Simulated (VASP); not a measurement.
Wanted: the native input for a VASP 6.6.1 run.

* Task: single point
* Functional: r2SCAN
* Potentials or basis: VASP PAW PBE potentials, release 64 (N)
* Cutoff: 520 eV
* k mesh: 13 × 13 × 13
* Occupations: gaussian, width 0.15 eV
* Spin: no spin polarisation
* Dipole correction: no
* Further INCAR settings: ALGO = Normal; EDIFF = 1e-07; NBANDS = 8

Crystal: N.

```xyz
1
Lattice="0.0000 1.6136 1.6136 1.6136 0.0000 1.6136 1.6136 1.6136 0.0000" Properties=species:S:1:pos:R:3 pbc="T T T"
N     0.0000    0.0000    0.0000
```

These files were run (other wordings do the same):

POSCAR

```
N
1.0
    0.0000000000      1.6136298521      1.6136298521
    1.6136298521      0.0000000000      1.6136298521
    1.6136298521      1.6136298521      0.0000000000
N
1
Direct
    0.0000000000      0.0000000000      0.0000000000
```

INCAR.step1

```
ALGO = Normal ; EDIFF = 1E-4
ENCUT = 520 ; GGA = PE
ISMEAR = 0 ; LASPH = T
LCHARG = F ; LREAL = F
LWAVE = T ; NBANDS = 8
NELM = 80 ; PREC = Accurate
SIGMA = 0.15
```

INCAR.step2

```
ALGO = Normal ; EDIFF = 1E-7
ENCUT = 520 ; ISIF = 2
ISMEAR = 0 ; ISTART = 1
LASPH = T ; LCHARG = T
LELF = T ; LMIXTAU = T
LREAL = F ; LVHAR = T
LWAVE = F ; METAGGA = R2SCAN
NBANDS = 8 ; NELM = 80
PREC = Accurate ; SIGMA = 0.15
```

KPOINTS

```
k-points
0
Gamma
  13 13 13
```

Potentials or basis: VASP PAW PBE potentials, release 64 (N).

The run is started by

```bash
$ cat potpaw_PBE.64/N/POTCAR > POTCAR
$ cp INCAR.step1 INCAR
$ mpirun -np 1 vasp_std > vasp.out
$ cp INCAR.step2 INCAR
$ mpirun -np 1 vasp_std > vasp.out
```

Results of the run:

```json
{
 "Pressure": "-16.8 GPa"
}
```

Caveat: the PAW data sets were made with another functional, which shifts forces and pressure a little.

It took 22 s on 1 thread of Intel(R) Xeon(R) Platinum 8488C (Sapphire Rapids), on a shared host, peak memory 0.11 GiB.
